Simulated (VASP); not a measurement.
Input of a VASP 6.6.1 run:

The input POSCAR:

```
Ag
1.0
   -1.9113129271      1.9113129271      1.2423534026
    1.9113129271     -1.9113129271      1.2423534026
    1.9113129271      1.9113129271     -1.2423534026
Ag
1
Direct
    0.0000000000      0.0000000000      0.0000000000
```

INCAR.step1

```
PREC = Accurate
ENCUT = 520
ISMEAR = 0
SIGMA = 0.15
LREAL = F
LASPH = T
NELM = 80
NBANDS = 12
GGA = PE
ALGO = Normal
EDIFF = 1E-4
LWAVE = T
LCHARG = F
```

Contents of INCAR.step2:

```
PREC = Accurate
ENCUT = 520
EDIFF = 1E-7
ISMEAR = 0
SIGMA = 0.15
LREAL = F
LASPH = T
NELM = 80
ALGO = Normal
ISIF = 2
LWAVE = F
LCHARG = F
METAGGA = R2SCAN
LMIXTAU = T
NBANDS = 12
ISTART = 1
```

File KPOINTS:

```
Automatic mesh
0
Gamma
  22 22 22
```

Potentials or basis: VASP PAW PBE potentials, release 64 (Ag).

Run with:

```sh
$ cat potpaw_PBE.64/Ag/POTCAR > POTCAR
$ cp INCAR.step1 INCAR
$ mpirun -np 1 vasp_std > vasp.out
$ cp INCAR.step2 INCAR
$ mpirun -np 1 vasp_std > vasp.out
```

(1) Predict the pressure.

(2) Estimate the band gap on the k mesh.

Results:

(1) 7.3 GPa.

(2) zero (an odd number of electrons rules out a gap without spin polarisation).

Caveat: the cell stands under pressure; the PAW data sets were made with another functional, which shifts forces and pressure a little.
